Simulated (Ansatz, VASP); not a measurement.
InGa2N3: VASP beside Ansatz

```
In Ga N
1.0
    -3.03565    3.03565    3.42757
     3.03565   -3.03565    3.42757
     3.03565    3.03565   -3.42757
In Ga N
1 2 3
Direct
  0.50000 0.50000 0.00000
  0.75000 0.25000 0.50000
  0.25000 0.75000 0.50000
  0.00000 0.00000 0.00000
  0.50000 0.00000 0.50000
  0.00000 0.50000 0.50000
```

Alike in both runs: functional PBE; k mesh 6 × 6 × 6; occupations gaussian, width 0.1 eV; collinear spin.

Ansatz relaxed the structure, and its values are those at the end. VASP's run is a single point on that final structure, the one shown.

```csv
,VASP,Ansatz
version,VASP 6.6.1,Ansatz 0.2.0
potentials or method,"VASP PAW PBE potentials, release 64 (In_d, Ga_d, N), cutoff 520 eV","scalar-relativistic, plane waves, PAW"
valence electrons in the cell,54,54
```

Ansatz gave:

```
gap on the k mesh at the Fermi level (eV)                     : none
pressure (GPa)                                                : 0.2
net moment per atom (μB)                                      : 0.34
size of the moment on the site where the two differ most (μB) : 2.08
```

Question: Which values does VASP return?

Answer: gap on the k mesh at the Fermi level (eV): none; pressure (GPa): -0.2; net moment per atom (μB): 0.34; size of the moment on the site where the two differ most (μB): 1.47.

Site moments also hang on the region over which each program counts them. A gap of «none» marks a metal or a gap that the smearing closes.
